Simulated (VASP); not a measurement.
# NbAlS4 (F-43m) in VASP: notebook, part 2 of 2

VASP 6.6.1.

## (4) Single point, PBE, collinear spin, ferromagnetic start

This run uses another cell than the first one, of 16.55 Å³/atom, 0.845 times its volume.

Input file INCAR:

```
PREC = Accurate
ENCUT = 520
EDIFF = 1E-6
ISMEAR = 0
SIGMA = 0.1
LREAL = F
LASPH = T
NELM = 150
ALGO = Normal
ISIF = 2
LWAVE = F
LCHARG = F
ISPIN = 2
MAGMOM = 0 1.05 0 0 0 0
LORBIT = 11
LMAXMIX = 4
GGA = PE
NBANDS = 33
```

Input file KPOINTS:

```
Automatic mesh
0
Gamma
  10 10 10
```

Input file POSCAR:

```
NbAlS4
1.0
    0.0000000000      3.6751452846      3.6751452846
    3.6751452846      0.0000000000      3.6751452846
    3.6751452846      3.6751452846      0.0000000000
Al Nb S
1 1 4
Direct
    0.2500000000      0.2500000000      0.2500000000
    0.0000000000      0.0000000000      0.0000000000
    0.1215616611      0.6261461130      0.6261461130
    0.6261461130      0.6261461130      0.6261461130
    0.6261461130      0.1215616611      0.6261461130
    0.6261461130      0.6261461130      0.1215616611
```

Potentials or basis: VASP PAW PBE potentials, release 64 (Al, Nb_sv, S).

Started as:

```console
$ cat potpaw_PBE.64/Al/POTCAR potpaw_PBE.64/Nb_sv/POTCAR potpaw_PBE.64/S/POTCAR > POTCAR
$ mpirun -np 1 vasp_std > vasp.out
```

OUTCAR:

```text
PREC = Accurate
   ENCUT = 520
   EDIFF = 1E-6
   ISMEAR = 0
   LREAL = F
   LASPH = T
   NELM = 150
   ISIF = 2
   ISPIN = 2
   LORBIT = 11
   GGA = PE

 ion  position               nearest neighbor table
   1  0.250  0.250  0.250-   3 3.05   5 3.05   3 3.05   6 3.05   5 3.05   6 3.05   4 3.05   4 3.05
                             4 3.05   3 3.05   5 3.05   6 3.05   2 3.18   2 3.18   2 3.18   2 3.18
   2  0.000  0.000  0.000-   1 3.18   1 3.18   1 3.18   1 3.18
   3  0.122  0.626  0.626-   4 2.57   5 2.57   6 2.57   4 2.62   6 2.62   5 2.62   1 3.05   1 3.05
                             1 3.05
   4  0.626  0.626  0.626-   3 2.57   5 2.57   6 2.57   6 2.62   5 2.62   3 2.62   1 3.05   1 3.05
                             1 3.05
   5  0.626  0.122  0.626-   3 2.57   4 2.57   6 2.57   6 2.62   4 2.62   3 2.62   1 3.05   1 3.05
                             1 3.05
   6  0.626  0.626  0.122-   3 2.57   4 2.57   5 2.57   4 2.62   5 2.62   3 2.62   1 3.05   1 3.05
                             1 3.05

  LATTYP: Found a face centered cubic cell.
 ALAT       =     7.3502905692

  Lattice vectors:

 A1 = (   0.0000000000,   3.6751452846,   3.6751452846)
 A2 = (   3.6751452846,   0.0000000000,   3.6751452846)
 A3 = (   3.6751452846,   3.6751452846,   0.0000000000)

Analysis of symmetry for initial positions (statically):
=====================================================================
 Subroutine PRICEL returns:
 Original cell was already a primitive cell.

 Routine SETGRP: Setting up the symmetry group for a
 face centered cubic supercell.

 Subroutine GETGRP returns: Found 24 space group operations
 (whereof 24 operations were pure point group operations)
 out of a pool of 48 trial point group operations.

The static configuration has the point symmetry T_d .

Analysis of symmetry for dynamics (positions and initial velocities):
=====================================================================
 Subroutine PRICEL returns:
 Original cell was already a primitive cell.

 Routine SETGRP: Setting up the symmetry group for a
 face centered cubic supercell.

 Subroutine GETGRP returns: Found 24 space group operations
[... 187 lines left out ...]
      4     -22.9161      1.00000
      5      -8.2644      1.00000
      6      -3.2819      1.00000
[... 829 lines left out ...]
     31      15.7222      0.00000
     32      15.7707      0.00000

 [... further k-points ...]

 spin component 2

 k-point     1 :       0.0000    0.0000    0.0000
  band No.  band energies     occupation
      1     -46.7884      1.00000
      2     -22.8023      1.00000
      3     -22.8023      1.00000
      4     -22.8023      1.00000
      5      -8.2556      1.00000
      6      -3.2756      1.00000
[... 829 lines left out ...]
     31      15.7503      0.00000
     32      15.7977      0.00000

 [... further k-points ...]

 [bands above 32 left out]

------------------------ aborting loop because EDIFF is reached ----------------------------------------

  FORCE on cell =-STRESS in cart. coord.  units (eV):
  Direction    XX          YY          ZZ          XY          YZ          ZX
  --------------------------------------------------------------------------------------
  -------------------------------------------------------------------------------------
  Total       -0.0705739     -0.0705739     -0.0705739      0.0000000      0.0000000     -0.0000000
  in kB       -1.1389403     -1.1389403     -1.1389403      0.0000000      0.0000000     -0.0000000
  external PRESSURE =      -1.1389403 kB  Pullay stress =       0.0000000 kB

 VOLUME and BASIS-vectors are now :
 -----------------------------------------------------------------------------
  energy-cutoff  :      520.00
  volume of cell :       99.28
      direct lattice vectors                 reciprocal lattice vectors
     0.000000000  3.675145285  3.675145285    -0.136049043  0.136049043  0.136049043
     3.675145285  0.000000000  3.675145285     0.136049043 -0.136049043  0.136049043
     3.675145285  3.675145285  0.000000000     0.136049043  0.136049043 -0.136049043

 POSITION                                       TOTAL-FORCE (eV/Angst)
 -----------------------------------------------------------------------------------
      1.83757      1.83757      1.83757        -0.000000      0.000000     -0.000000
      0.00000      0.00000      0.00000        -0.000000     -0.000000     -0.000000
      4.60236      2.74793      2.74793         0.010836     -0.010836     -0.010836
      4.60236      4.60236      4.60236         0.010836      0.010836      0.010836
      2.74793      4.60236      2.74793        -0.010836      0.010836     -0.010836
      2.74793      2.74793      4.60236        -0.010836     -0.010836      0.010836
 -----------------------------------------------------------------------------------
    total drift:                               -0.000000     -0.000000     -0.000000

  FREE ENERGIE OF THE ION-ELECTRON SYSTEM (eV)
  ---------------------------------------------------
  free  energy   TOTEN  =       -25.2278179864 eV

  energy  without entropy=      -25.1939318886  energy(sigma->0) =      -25.21087494

 total charge

# of ion       s       p       d       tot
------------------------------------------
    1        0.513   0.209   0.000   0.722
    2        2.102   5.930   2.396  10.429
    3        1.437   2.099   0.000   3.536
    4        1.437   2.099   0.000   3.536
    5        1.437   2.099   0.000   3.536
    6        1.437   2.099   0.000   3.536
--------------------------------------------------
tot          8.362  14.536   2.396  25.294

 magnetization (x)

# of ion       s       p       d       tot
------------------------------------------
    1       -0.002   0.001   0.000  -0.001
    2        0.002   0.001   0.144   0.147
    3        0.001   0.003   0.000   0.003
    4        0.001   0.003   0.000   0.003
    5        0.001   0.003   0.000   0.003
    6        0.001   0.003   0.000   0.003
--------------------------------------------------
tot          0.002   0.013   0.144   0.160
```

OSZICAR:

```text
N       E                     dE             d eps       ncg     rms          rms(c)
DAV:   1     0.252543099212E+03    0.25254E+03   -0.18416E+04  6204   0.111E+03
DAV:   2    -0.766188793197E+01   -0.26020E+03   -0.24919E+03  8081   0.292E+02
DAV:   3    -0.261042986984E+02   -0.18442E+02   -0.17806E+02  9152   0.676E+01
DAV:   4    -0.269611735565E+02   -0.85687E+00   -0.85029E+00  9495   0.148E+01
DAV:   5    -0.269778489475E+02   -0.16675E-01   -0.16665E-01  8921   0.190E+00    0.249E+01
DAV:   6    -0.289414620529E+02   -0.19636E+01   -0.32681E+01  9053   0.170E+01    0.172E+01
DAV:   7    -0.254561215900E+02    0.34853E+01   -0.30602E+01  9289   0.205E+01    0.107E+01
DAV:   8    -0.252212081284E+02    0.23491E+00   -0.14743E+00  8074   0.509E+00    0.365E+00
DAV:   9    -0.252355180481E+02   -0.14310E-01   -0.71818E-02  8413   0.136E+00    0.120E+00
DAV:  10    -0.252295750591E+02    0.59430E-02   -0.95203E-03  8739   0.437E-01    0.754E-01
DAV:  11    -0.252278400249E+02    0.17350E-02   -0.98793E-03  8807   0.422E-01    0.199E-01
DAV:  12    -0.252278145906E+02    0.25434E-04   -0.64101E-04  7625   0.148E-01    0.699E-02
DAV:  13    -0.252278028535E+02    0.11737E-04   -0.67228E-05  8289   0.434E-02    0.429E-02
DAV:  14    -0.252278049845E+02   -0.21310E-05   -0.10631E-05  8540   0.145E-02    0.160E-02
DAV:  15    -0.252278074844E+02   -0.24999E-05   -0.72512E-06  6618   0.969E-03    0.103E-02
DAV:  16    -0.252278132604E+02   -0.57760E-05   -0.13964E-05  7305   0.106E-02    0.995E-03
DAV:  17    -0.252278170616E+02   -0.38012E-05   -0.71893E-06  5409   0.797E-03    0.839E-03
DAV:  18    -0.252278179864E+02   -0.92480E-06   -0.77425E-07  3557   0.471E-03
   1 F= -.25227818E+02 E0= -.25210875E+02  d E =-.338861E-01  mag=     0.2247
```

stdout:

```text
POSCAR found type information on POSCAR AlNbS
 POSCAR found :  3 types and       6 ions
 scaLAPACK will be used
 LDA part: xc-table for (Slater+PW92), standard interpolation
 POSCAR, INCAR and KPOINTS ok, starting setup
 FFT: planning ... GRIDC
 FFT: planning ... GRID_SOFT
 FFT: planning ... GRID
 WAVECAR not read
 entering main loop
```

It took 5.4 min on 1 thread of Intel Xeon Platinum 8559C (Emerald Rapids), shared host; peak memory 0.42 GiB.

Results:

| Quantity | Value |
| --- | --- |
| Free energy | -25.2278 eV |
| Pressure | -0.1 GPa |
| Largest force | 0.019 eV/Å |
| Net moment | 0.22 μB per cell |
| Site moments | Al -0.00; Nb +0.15; S +0.00 μB |
| Valence electrons inside the program's atomic spheres | Al 0.72; Nb 10.43; S 3.54 |

Forces in eV/Å, atoms in the order of the input:
```
Al   0.000  0.000  0.000
Nb   0.000  0.000  0.000
S    0.011 -0.011 -0.011
S    0.011  0.011  0.011
S   -0.011  0.011 -0.011
S   -0.011 -0.011  0.011
```

## (5) Overview

```csv
task,spin,cell,k mesh,cutoff (eV),gap on the mesh (eV),pressure (GPa),moment (μB),largest force (eV/Å)
single point,"collinear, ferrimagnetic start","a = 5.498 Å, angles 60.0°, 6 atoms",4 × 4 × 4,520,none,-6.7,2.40,0.11
relaxation of cell and atoms,"collinear, ferromagnetic start","relaxed from a = 5.498 Å, angles 60.0°, 6 atoms",4 × 4 × 4,600,none,0.0,1.28,0.02
single point,"collinear, ferromagnetic start","a = 5.197 Å, angles 60.0°, 6 atoms",10 × 10 × 10,520,none,-0.1,0.22,0.02
```

Alike in all rows: level PBE; potentials or basis VASP PAW PBE potentials, release 64 (Al, Nb_sv, S); smearing gaussian 0.1 eV.

Total energies depend on the potentials used, so only differences within one code and one set of settings carry meaning.
